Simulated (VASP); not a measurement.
# Au (Fd-3m) in VASP: a series of runs, part 2 of 2

VASP 6.6.1. The steps go on from the part before.

## 5. Relaxation of cell and atoms, PBEsol

Contents of INCAR:

```
SYSTEM = Au
ALGO = Normal
EDIFF = 1E-7
EDIFFG = -0.01
ENCUT = 500
GGA = PS
GGA_COMPAT = .FALSE.
IBRION = 2
ISIF = 3
ISMEAR = 0
LASPH = .TRUE.
LCHARG = .FALSE.
LREAL = .FALSE.
LWAVE = .FALSE.
NELM = 120
NELMIN = 4
NSW = 80
PREC = Accurate
SIGMA = 0.1
```

Contents of KPOINTS:

```
k-points
0
G
  7 7 7
  0 0 0
```

Contents of POSCAR:

```
Au
1.0
    0.0000000000      3.0132132360      3.0132132360
    3.0132132360      0.0000000000      3.0132132360
    3.0132132360      3.0132132360      0.0000000000
Au
2
Direct
    0.0000000000      0.0000000000      0.0000000000
    0.2500000000      0.2500000000      0.2500000000
```

Potentials or basis: VASP PAW PBE potentials, release 64 (Au).

Run with:

```console
> cat potpaw_PBE.64/Au/POTCAR > POTCAR
> mpirun -np 1 vasp_std > vasp.out
```

OUTCAR:

```text
SYSTEM = Au
   EDIFF = 1E-7
   EDIFFG = -0.01
   ENCUT = 500
   GGA = PS
   IBRION = 2
   ISIF = 3
   ISMEAR = 0
   LASPH = .TRUE.
   LREAL = .FALSE.
   NELM = 120
   NELMIN = 4
   NSW = 80
   PREC = Accurate

 ion  position               nearest neighbor table
   1  0.000  0.000  0.000-   2 2.61   2 2.61   2 2.61   2 2.61
   2  0.250  0.250  0.250-   1 2.61   1 2.61   1 2.61   1 2.61

  LATTYP: Found a face centered cubic cell.
 ALAT       =     6.0264264720

  Lattice vectors:

 A1 = (   0.0000000000,   3.0132132360,   3.0132132360)
 A2 = (   3.0132132360,   0.0000000000,   3.0132132360)
 A3 = (   3.0132132360,   3.0132132360,   0.0000000000)

Analysis of symmetry for initial positions (statically):
=====================================================================
 Subroutine PRICEL returns:
 Original cell was already a primitive cell.

 Routine SETGRP: Setting up the symmetry group for a
 face centered cubic supercell.

[... 153 lines left out ...]

--------------------------------------- Ionic step        1  -------------------------------------------

 number of electron      22.0000003 magnetization

 Free energy of the ion-electron system (eV)
  ---------------------------------------------------
  ext. energy  EPLUGINS =         0.00000000
  ---------------------------------------------------
  free energy    TOTEN  =        -5.97200812 eV

  energy without entropy =       -5.96573430  energy(sigma->0) =       -5.96887121

------------------------ aborting loop because EDIFF is reached ----------------------------------------

  FORCE on cell =-STRESS in cart. coord.  units (eV):
  Direction    XX          YY          ZZ          XY          YZ          ZX
  --------------------------------------------------------------------------------------
  -------------------------------------------------------------------------------------
  Total       -0.0348272     -0.0348272     -0.0348272      0.0000000      0.0000000     -0.0000000
  in kB       -1.0197861     -1.0197861     -1.0197861      0.0000000      0.0000000     -0.0000000
  external PRESSURE =      -1.0197861 kB  Pullay stress =       0.0000000 kB
[... 59 lines left out ...]
--------------------------------------- Ionic step        3  -------------------------------------------

 number of electron      22.0000003 magnetization

 Free energy of the ion-electron system (eV)
  ---------------------------------------------------
  ext. energy  EPLUGINS =         0.00000000
  ---------------------------------------------------
  free energy    TOTEN  =        -5.97203954 eV

  energy without entropy =       -5.96576808  energy(sigma->0) =       -5.96890381

 E-fermi :   3.1707     XC(G=0):  -9.8732

 val. band max:        3.1310272929   @ k =  -0.2857   0.4286   0.1429
 cond. band min:       3.5023385482   @ k =  -0.4286   0.2857   0.0000
 fundamental gap:      0.3713112554
 Fermi energy:         3.1706979110

 k-point     1 :       0.0000    0.0000    0.0000
  band No.  band energies     occupation
      1      -3.1348      2.00000
      2      -1.0967      2.00000
      3      -1.0967      2.00000
      4      -1.0931      2.00000
      5      -1.0931      2.00000
      6      -1.0931      2.00000
      7       0.8672      2.00000
      8       0.8672      2.00000
      9       0.8672      2.00000
     10       1.9920      2.00000
     11       1.9920      2.00000
     12      12.1890      0.00000
     13      13.1097      0.00000
     14      13.1237      0.00000
[... 370 lines left out ...]
  FREE ENERGIE OF THE ION-ELECTRON SYSTEM (eV)
  ---------------------------------------------------
  free  energy   TOTEN  =        -5.9720395364 eV

  energy  without entropy=       -5.9657680794  energy(sigma->0) =       -5.96890381

 reached required accuracy - stopping structural energy minimisation
```

OSZICAR:

```text
N       E                     dE             d eps       ncg     rms          rms(c)
DAV:   1     0.114479959747E+03    0.11448E+03   -0.10726E+04   624   0.128E+03
DAV:   2    -0.473852505161E+01   -0.11922E+03   -0.11469E+03   691   0.257E+02
DAV:   3    -0.649566029131E+01   -0.17571E+01   -0.17518E+01   663   0.346E+01
[... 19 lines left out ...]
DAV:   1    -0.597225893502E+01   -0.22907E-03   -0.37325E-03   670   0.587E-01    0.934E-02
DAV:   2    -0.597204376781E+01    0.21517E-03   -0.75856E-04   677   0.235E-01    0.350E-02
DAV:   3    -0.597204043673E+01    0.33311E-05   -0.16233E-05   649   0.314E-02    0.262E-02
DAV:   4    -0.597203955927E+01    0.87745E-06   -0.21309E-06   628   0.101E-02    0.982E-04
DAV:   5    -0.597203953640E+01    0.22877E-07   -0.21111E-07   464   0.383E-03
   3 F= -.59720395E+01 E0= -.59689038E+01  d E =-.314132E-04
```

CONTCAR:

```text
Au
   1.00000000000000
     0.0000000000000000    3.0115302241085371    3.0115302241085371
     3.0115302241085371   -0.0000000000000000    3.0115302241085371
     3.0115302241085371    3.0115302241085371   -0.0000000000000000
  Au
     2
Direct
     0.0000000000000000    0.0000000000000000    0.0000000000000000
     0.2500000000000000    0.2500000000000000    0.2500000000000000

  0.00000000E+00  0.00000000E+00  0.00000000E+00
  0.00000000E+00  0.00000000E+00  0.00000000E+00
```

Run time: 52 s. Hardware: 1 thread of Intel Xeon 8259CL, shared host; peak memory 0.19 GiB.

What came out:

* Free energy: -5.9720 eV
* Relaxed volume: 27.31 Å³/atom
* Relaxed cell: a = 4.259 Å, b = 4.259 Å, c = 4.259 Å, α = 60.00°, β = 60.00°, γ = 60.00°
* Space group after relaxing (to 0.05 Å): Fd-3m (No. 227)
* Energy gained by relaxing: 0.0 meV/atom
* Ionic steps: 3
* Pressure after relaxing: 0.0 GPa
* Band gap on the k mesh: zero (band 11 reaches 3.51 eV, above the bottom of band 12 at 3.11 eV)

Final structure:
```cif
data_structure
_symmetry_space_group_name_H-M 'P 1'
_symmetry_Int_Tables_number 1
_cell_length_a 4.2589
_cell_length_b 4.2589
_cell_length_c 4.2589
_cell_angle_alpha 60.000
_cell_angle_beta 60.000
_cell_angle_gamma 60.000
_cell_volume 54.63
loop_
_atom_site_label
_atom_site_type_symbol
_atom_site_fract_x
_atom_site_fract_y
_atom_site_fract_z
_atom_site_occupancy
Au1 Au 0.00000 0.00000 0.00000 1
Au2 Au 0.25000 0.25000 0.25000 1
```

Caveat: the PAW data sets were made with another functional, which shifts forces and pressure a little; spin-orbit coupling is left out, which moves the levels of the heavy elements.

## 6. The runs side by side

```tsv
task	cell	gap on the mesh (eV)	pressure (GPa)	relaxed volume (Å³/atom)
single point	a = 4.261 Å, angles 60.0°, 2 atoms	none	-0.1	-
relaxation of cell and atoms	relaxed from a = 3.960 Å, angles 60.0°, 2 atoms	none	0.0	27.34
relaxation of cell and atoms	relaxed from a = 4.261 Å, angles 60.0°, 2 atoms	none	0.0	27.31
```

Alike in all rows: level PBEsol; potentials or basis VASP PAW PBE potentials, release 64 (Au); no spin polarisation; k mesh 7 × 7 × 7; cutoff (eV) 500; smearing gaussian 0.1 eV.

Caveats: the PAW data sets were made with another functional, which shifts forces and pressure a little; spin-orbit coupling is left out, which moves the levels of the heavy elements; the volume moved by over 15 % at a fixed basis, so the end points are rough (some runs).

Absolute energies hang on the potentials; compare differences alone.
